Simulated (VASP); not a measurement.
# Ga (Cmcm) in VASP: notebook

Ga is run at these levels: PBE; tasks: electric field gradients.

All numbers are computed with VASP 6.6.1; they aren't measurements. Logs are shortened: lines on timing, memory, paths and dates and some standing lists are left out, and cuts for length are marked.

**1. The cell of the first run**

It takes space group Cmcm (No. 63, orthorhombic). The conventional cell has a = 2.929 Å, b = 8.211 Å, c = 3.170 Å, α = 90.00°, β = 90.00°, γ = 90.00°. Within 3.6 Å of Ga (site symmetry m2m) lie 10 Ga at 2.70 to 3.17 Å.

**2. Electric field gradients, PBE (equal xx and yy strain of +1 %)**

INCAR reads:

```
SYSTEM = Ga
PREC = Accurate ; ENCUT = 520
EDIFF = 1E-8 ; ISMEAR = -1
SIGMA = 0.08 ; LREAL = .FALSE.
LASPH = .TRUE. ; NELM = 60
ALGO = Normal ; ISIF = 2
LWAVE = .FALSE. ; LCHARG = .FALSE.
GGA = PE ; LEFG = .TRUE.
NBANDS = 20
```

KPOINTS reads:

```
Automatic mesh
0
G
  12 12 10
  0 0 0
```

POSCAR reads:

```
Ga
1.0
    1.4645000000     -4.1056500000      0.0000000000
    1.4645000000      4.1056500000      0.0000000000
    0.0000000000      0.0000000000      3.1700000000
Ga
2
Direct
    0.8670000000      0.1330000000      0.2500000000
    0.1330000000      0.8670000000      0.7500000000
```

Potentials or basis: VASP PAW PBE potentials, release 64 (Ga_d).

Command:

```sh
cat potpaw_PBE.64/Ga_d/POTCAR > POTCAR
mpirun -np 1 vasp_std > vasp.out
```

OUTCAR:

```text
SYSTEM = Ga
   PREC = Accurate
   ENCUT = 520
   EDIFF = 1E-8
   ISMEAR = -1
   LREAL = .FALSE.
   LASPH = .TRUE.
   NELM = 60
   ISIF = 2
   GGA = PE

 ion  position               nearest neighbor table
   1  0.867  0.133  0.250-   2 2.70   2 2.70   2 2.89   2 2.89   2 2.89   2 2.89
   2  0.133  0.867  0.750-   1 2.70   1 2.70   1 2.89   1 2.89   1 2.89   1 2.89

  LATTYP: Found a base centered orthorhombic cell.
 ALAT       =     2.9290000000
 B/A-ratio  =     2.8034482759
 C/A-ratio  =     1.0822806419

  Lattice vectors:

 A1 = (   1.4645000000,  -4.1056500000,   0.0000000000)
 A2 = (   1.4645000000,   4.1056500000,   0.0000000000)
 A3 = (   0.0000000000,   0.0000000000,   3.1700000000)

Analysis of symmetry for initial positions (statically):
=====================================================================
 Subroutine PRICEL returns:
 Original cell was already a primitive cell.

 Routine SETGRP: Setting up the symmetry group for a
 base centered orthorhombic supercell.

 Subroutine GETGRP returns: Found  8 space group operations
 (whereof  4 operations were pure point group operations)
 out of a pool of  8 trial point group operations.

The static configuration has the point symmetry C_2h.
 The point group associated with its full space group is D_2h.

Analysis of symmetry for dynamics (positions and initial velocities):
=====================================================================
 Subroutine PRICEL returns:
 Original cell was already a primitive cell.

 Routine SETGRP: Setting up the symmetry group for a
 base centered orthorhombic supercell.

 Subroutine GETGRP returns: Found  8 space group operations
 (whereof  4 operations were pure point group operations)
 out of a pool of  8 trial point group operations.

The dynamic configuration has the point symmetry C_2h.
 The point group associated with its full space group is D_2h.

 Subroutine INISYM returns: Found  8 space group operations
 (whereof  4 operations are pure point group operations),
 and found     1 'primitive' translations

----------------------------------------------------------------------------------------

                                     Primitive cell

  volume of cell :      38.1207

  direct lattice vectors                    reciprocal lattice vectors
     1.464500000 -4.105650000  0.000000000     0.341413452 -0.121783396  0.000000000
     1.464500000  4.105650000  0.000000000     0.341413452  0.121783396  0.000000000
     0.000000000  0.000000000  3.170000000     0.000000000  0.000000000  0.315457413

  length of vectors
     4.359027664  4.359027664  3.170000000     0.362483573  0.362483573  0.315457413

  position of ions in fractional coordinates (direct lattice)
     0.867000000  0.133000000  0.250000000
     0.133000000  0.867000000  0.750000000

  ion indices of the primitive-cell ions
   primitive index   ion index
                 1           1
                 2           2

----------------------------------------------------------------------------------------

 KPOINTS: Automatic mesh

Automatic generation of k-mesh.
 Grid dimensions read from file:
 generate k-points for:   12   12   10

 Generating k-lattice:

  Cartesian coordinates                     Fractional coordinates (reciprocal lattice)
     0.028451121 -0.010148616  0.000000000     0.083333333  0.000000000  0.000000000
     0.028451121  0.010148616  0.000000000     0.000000000  0.083333333  0.000000000
     0.000000000  0.000000000  0.031545741     0.000000000  0.000000000  0.100000000

  Length of vectors
     0.030206964  0.030206964  0.031545741

  Shift w.r.t. Gamma in fractional coordinates (k-lattice)
     0.000000000  0.000000000  0.000000000

 Subroutine IBZKPT returns following result:
 ===========================================

 Found    258 irreducible k-points:

 Following reciprocal coordinates:
            Coordinates               Weight
  0.000000  0.000000  0.000000      1.000000
  0.083333 -0.000000  0.000000      4.000000
  0.166667 -0.000000  0.000000      4.000000
  0.250000  0.000000  0.000000      4.000000
  0.333333 -0.000000  0.000000      4.000000
  0.416667  0.000000  0.000000      4.000000
[... 16 lines left out ...]
  0.500000  0.166667  0.000000      4.000000
 -0.416667  0.166667  0.000000      4.000000
 [... further k-points ...]
   k-points           NKPTS =    258   k-points in BZ     NKDIM =    258   number of bands    NBANDS=     20
   number of dos      NEDOS =    301   number of ions     NIONS =      2
   total plane-waves  NPLWV =  24576
   dimension x,y,z NGX =    32 NGY =   32 NGZ =   24
   dimension x,y,z NGXF=    64 NGYF=   64 NGZF=   48
   ions per type =               2
   NGX,Y,Z   is equivalent  to a cutoff of  12.20, 12.20, 12.59 a.u.
   NGXF,Y,Z  is equivalent  to a cutoff of  24.41, 24.41, 25.17 a.u.
 SYSTEM =  Ga
   PREC   = accura    normal or accurate (medium, high low for compatibility)
   ISTART =      0    job   : 0-new  1-cont  2-samecut
   ICHARG =      2    charge: 1-file 2-atom 10-const
   ISPIN  =      1    spin polarized calculation?
   LNONCOLLINEAR =      F non collinear calculations
   LSORBIT =      F    spin-orbit coupling
   LASPH  =      T    aspherical Exc in radial PAW
   ENCUT  =  520.0 eV  38.22 Ry    6.18 a.u.   8.10  8.10  5.89*2*pi/ulx,y,z
   NELM   =     60;   NELMIN=  2; NELMDL= -5     # of ELM steps
   EDIFF  = 0.1E-07   stopping-criterion for ELM
   LREAL  =      F    real-space projection
   EDIFFG = 0.1E-06   stopping-criterion for IOM
   NSW    =      0    number of steps for IOM
   IBRION =     -1    ionic relax: 0-MD 1-quasi-New 2-CG
   NFREE  =      0    steps in history (QN), initial steepest desc. (CG)
   ISIF   =      2    stress and relaxation
   ISYM   =      2    0-nonsym 1-usesym 2-fastsym
   POTIM  = 0.5000    time-step for ionic-motion
   TEBEG  =    0.0;   TEEND  =   0.0 temperature during run
   PSTRESS=    0.0 pullay stress
   NELECT =      26.0000    total number of electrons
   NUPDOWN=      -1.0000    fix difference up-down
   EMIN   =  10.00;   EMAX   =-10.00  energy-range for DOS
   EFERMI =   0.00;   METHOD = LEGACY
   ISMEAR =    -1;   SIGMA  =   0.08  broadening in eV -4-tet -1-fermi 0-gaus
   EFERMI_NEDOS =   21; number of points for ismear=-14 and -15
   IALGO  =     38    algorithm
   IMIX   =      4    mixing-type and parameters
     AMIX     =   0.40;   BMIX     =  1.00
     AMIX_MAG =   1.60;   BMIX_MAG =  1.00
  volume/ion in A,a.u.               =      19.06       128.63
  Fermi-wavevector in a.u.,A,eV,Ry     =   1.441050  2.723190 28.254206  2.076626
  Thomas-Fermi vector in A             =   2.559726
   LORBIT       =      0    0 simple, 1 ext, 2 COOP (PROOUT), +10 PAW based schemes
   GGA     = PE    functional components
   LHFCALC =     F    Hartree Fock is set to
   AEXX    =    0.0000 exact exchange contribution
   IVDW    =     0    specifies the selected vdW correction
   LEPSILON=     F    determine dielectric tensor
   LRPA    =     F    only Hartree local field effects (RPA)
 non-spin polarized calculation
  energy-cutoff  :      520.00
  volume of cell :       38.12
 maximum number of plane-waves:      1046
   NGX = 17   NGY = 17   NGZ = 11

 number of electron      26.0000002 magnetization

 Free energy of the ion-electron system (eV)
  ---------------------------------------------------
  ext. energy  EPLUGINS =         0.00000000
  ---------------------------------------------------
  free energy    TOTEN  =        -5.76287209 eV

  energy without entropy =       -5.74592027  energy(sigma->0) =       -5.75439618

 E-fermi :   5.4790     XC(G=0): -10.9197

 val. band max:        5.4577081076   @ k =   0.3333   0.0833   0.5000
 cond. band min:       5.4920278750   @ k =  -0.4167   0.1667   0.1000
 fundamental gap:      0.0343197674
 Fermi energy:         5.4789758211

 k-point     1 :       0.0000    0.0000    0.0000
  band No.  band energies     occupation
      1      -9.6989      2.00000
      2      -9.6709      2.00000
      3      -9.6081      2.00000
      4      -9.5904      2.00000
      5      -9.4166      2.00000
      6      -9.4009      2.00000
[... 12 lines left out ...]
     19      16.6570      0.00000
     20      16.9816      0.00000

 k-point     2 :       0.0833   -0.0000    0.0000
  band No.  band energies     occupation
      1      -9.6923      2.00000
      2      -9.6667      2.00000
      3      -9.6046      2.00000
      4      -9.5665      2.00000
      5      -9.4240      2.00000
      6      -9.4087      2.00000
[... 498 lines left out ...]
 k-point    24 :      -0.4167    0.1667    0.0000
  band No.  band energies     occupation
      1      -9.6247      2.00000
      2      -9.5963      2.00000
      3      -9.5865      2.00000
      4      -9.5243      2.00000
      5      -9.4836      2.00000
      6      -9.4347      2.00000
[... 12 lines left out ...]
     19      16.1125      0.00000
     20      17.8887      0.00000

 [... further k-points ...]
[... 5 lines left out ...]
  --------------------------------------------------------------------------------------
  -------------------------------------------------------------------------------------
  Total       -0.3873646      0.4736674      0.4482760      0.0000000     -0.0000000      0.0000000
  in kB      -16.2805843     19.9078105     18.8406337      0.0000000     -0.0000000      0.0000000
  external PRESSURE =       7.4892867 kB  Pullay stress =       0.0000000 kB

 VOLUME and BASIS-vectors are now :
 -----------------------------------------------------------------------------
  energy-cutoff  :      520.00
  volume of cell :       38.12
      direct lattice vectors                 reciprocal lattice vectors
     1.464500000 -4.105650000  0.000000000     0.341413452 -0.121783396  0.000000000
     1.464500000  4.105650000  0.000000000     0.341413452  0.121783396  0.000000000
     0.000000000  0.000000000  3.170000000     0.000000000  0.000000000  0.315457413

 POSITION                                       TOTAL-FORCE (eV/Angst)
 -----------------------------------------------------------------------------------
      1.46450     -3.01355      0.79250         0.000000      0.188963     -0.000000
      1.46450      3.01355      2.37750         0.000000     -0.188963      0.000000
 -----------------------------------------------------------------------------------
    total drift:                                0.000000      0.000000     -0.000000

  FREE ENERGIE OF THE ION-ELECTRON SYSTEM (eV)
  ---------------------------------------------------
  free  energy   TOTEN  =        -5.7628720927 eV

  energy  without entropy=       -5.7459202743  energy(sigma->0) =       -5.75439618

 Electric field gradients (V/A^2)
---------------------------------------------------------------------
 ion       V_xx      V_yy      V_zz      V_xy      V_xz      V_yz
---------------------------------------------------------------------
   1      11.153   -26.336    15.183    -0.000     0.000    -0.000
   2      11.153   -26.336    15.183     0.000     0.000     0.000
---------------------------------------------------------------------

 Electric field gradients after diagonalization (V/A^2)
 (convention: |V_zz| > |V_xx| > |V_yy|)
----------------------------------------------------------------------
 ion       V_xx      V_yy      V_zz     asymmetry (V_yy - V_xx)/ V_zz
----------------------------------------------------------------------
   1      15.183    11.153   -26.336       0.153
   2      15.183    11.153   -26.336       0.153
----------------------------------------------------------------------

           NMR quadrupolar parameters

 Cq : quadrupolar parameter    Cq=e*Q*V_zz/h
 eta: asymmetry parameters     (V_yy - V_xx)/ V_zz
 Q  : nuclear electric quadrupole moment in mb (millibarn)
----------------------------------------------------------------------
 ion       Cq(MHz)       eta       Q (mb)
----------------------------------------------------------------------
   1      -0.064       0.153       1.000
   2      -0.064       0.153       1.000
----------------------------------------------------------------------
```

It took 56 s on 1 thread of Intel Xeon 6975P-C (Granite Rapids), shared host; peak memory 0.28 GiB.

Results:

```
Free energy                             : -5.7629 eV
Pressure                                : 0.7 GPa
Largest force                           : 0.189 eV/Å
Band gap on the k mesh                  : zero (bands 13 and 14 overlap by 9.36 eV)
Largest electric field gradient by atom : Ga -26.3 V/Å²
```

Forces in eV/Å, atoms in the order of the input:
```
Ga   0.000  0.189  0.000
Ga   0.000 -0.189  0.000
```

Electric field gradients, principal values (V/Å²):
| atom | least | middle | greatest (by size) |
| --- | --- | --- | --- |
| 1 Ga | 11.153 | 15.183 | -26.336 |
| 2 Ga | 11.153 | 15.183 | -26.336 |

Caveat: the cell differs from its parent crystal (equal xx and yy strain of +1 %); without QUAD_EFG the Cq values of the log hold for a quadrupole moment of 1 mb, not for the nuclei.

[end of part 1 of 3]
